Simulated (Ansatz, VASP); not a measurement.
# CdS: VASP beside Ansatz

File INCAR:

```
SYSTEM = CdS
AGGAC = 1.0 ; AGGAX = 1.0
ALDAC = 0.0 ; ALDAX = 1.0
ALGO = Normal ; EDIFF = 1E-6
EDIFFG = -0.01 ; ENCUT = 600
GGA = B5 ; IBRION = 2
ISIF = 3 ; ISMEAR = -1
IVDW = 13 ; LASPH = .True.
LCHARG = .False. ; LREAL = .False.
LWAVE = .False. ; NELM = 80
NSW = 60 ; PREC = Accurate
SIGMA = 0.05 ; VDW_A1 = 0.44488865
VDW_A2 = 4.0933009 ; VDW_S6 = 1.0
VDW_S8 = 2.34076671
```

Contents of KPOINTS:

```
k-points
0
Gamma
  7 7 4
  0 0 0
```

The input POSCAR:

```
CdS
1.0
    4.1500000000      0.0000000000      0.0000000000
   -2.0750000000      3.5940054257      0.0000000000
    0.0000000000      0.0000000000      6.7370000000
Cd S
2 2
Direct
    0.6666666667      0.3333333333      0.5000000000
    0.3333333333      0.6666666667      0.0000000000
    0.6666666667      0.3333333333      0.8750000000
    0.3333333333      0.6666666667      0.3750000000
```

input.yaml

```yaml
crystal:
  lattice:
    - [4.15, 0.0, 0.0]
    - [-2.075, 3.5940054257, 0.0]
    - [0.0, 0.0, 6.737]
  atoms:
    - { symbol: Cd, position: [0.6666666667, 0.3333333333, 0.5] }
    - { symbol: Cd, position: [0.3333333333, 0.6666666667, 0.0] }
    - { symbol: S, position: [0.6666666667, 0.3333333333, 0.875] }
    - { symbol: S, position: [0.3333333333, 0.6666666667, 0.375] }
hamiltonian:
  xc: blyp
  pseudopotentials: { kind: paw }
  dispersion: d4
kpoints:
  mp_grid: { grid: [7, 7, 4] }
scf:
  occupations: { method: fermi_dirac, width: 0.05 }
output:
  forces: true
  stress: true
relax:
  f_tol: 0.01
  max_steps: 40
  cell: { stress_tol: 0.05 }
```

Alike in both runs: task relaxation of cell and atoms; functional BLYP; dispersion D4; k mesh 7 × 7 × 4; occupations fermi-dirac, width 0.05 eV; no spin polarisation.

|  | VASP | Ansatz |
| --- | --- | --- |
| version | VASP 6.6.1 | Ansatz 0.2.0 |
| potentials or method | VASP PAW PBE potentials, release 64 (Cd, S) | Ansatz PAW |
| plane-wave cutoff (eV) | 600 | 420 |
| valence electrons in the cell | 36 | 52 |

```tsv
	VASP	Ansatz	Ansatz less VASP
relaxed volume (Å³/atom)	25.72	25.55	-0.166
relaxed length of the cell vector where the two differ most in proportion (Å)	4.176	4.164	-0.0116
```

VASP's potentials were made for PBE, not for BLYP. VASP's potentials hold 36 valence electrons a cell and Ansatz's 52, so a difference there can come from the potentials and not from the codes.

Noted on Ansatz's run: odd divisions of the mesh miss points on the zone boundary, where band edges often lie, so the gap on the mesh can be too wide; the plane-wave basis is chosen anew once the cell has moved, so the energies of steps on either side of that aren't comparable.
